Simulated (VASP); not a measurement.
# LiCl: single point with PBE

LiCl:

```xyz
2
Lattice="0.0000 2.5560 2.5560 2.5560 0.0000 2.5560 2.5560 2.5560 0.0000" Properties=species:S:1:pos:R:3 pbc="T T T"
Li    0.0000    0.0000    0.0000
Cl    2.5560    2.5560    2.5560
```

```json
{
 "Program": "VASP 6.6.1",
 "Task": "single point",
 "Functional": "PBE",
 "Potentials or basis": "VASP PAW PBE potentials, release 64 (Li_sv, Cl)",
 "Cutoff": "520 eV",
 "k mesh": "8 × 8 × 8",
 "Occupations": "gaussian, width 0.01 eV",
 "Spin": "no spin polarisation",
 "Dipole correction": "no",
 "Further INCAR settings": "ALGO = Normal; EDIFF = 1e-07; NBANDS = 12"
}
```

```
Band gap on the k mesh : 6.40 eV, direct
```

Levels at points of the mesh, in eV from the valence-band top:
```csv
k point,band 3,band 4,band 5,band 6,band 7,band 8
"(0.00, 0.00, 0.00)",0.00,0.00,0.00,6.40,11.95,11.95
"(0.50, 0.00, 0.00)",-2.85,-0.26,-0.26,6.77,9.51,9.51
"(0.50, 0.50, 0.00)",-2.94,-1.12,-1.12,7.91,8.28,12.53
```

Run time: 29 s on 1 thread of Oxide Virtual Turin-like Processor, with other jobs on the host, peak memory 0.12 GiB.

 A k mesh can miss the band edges.
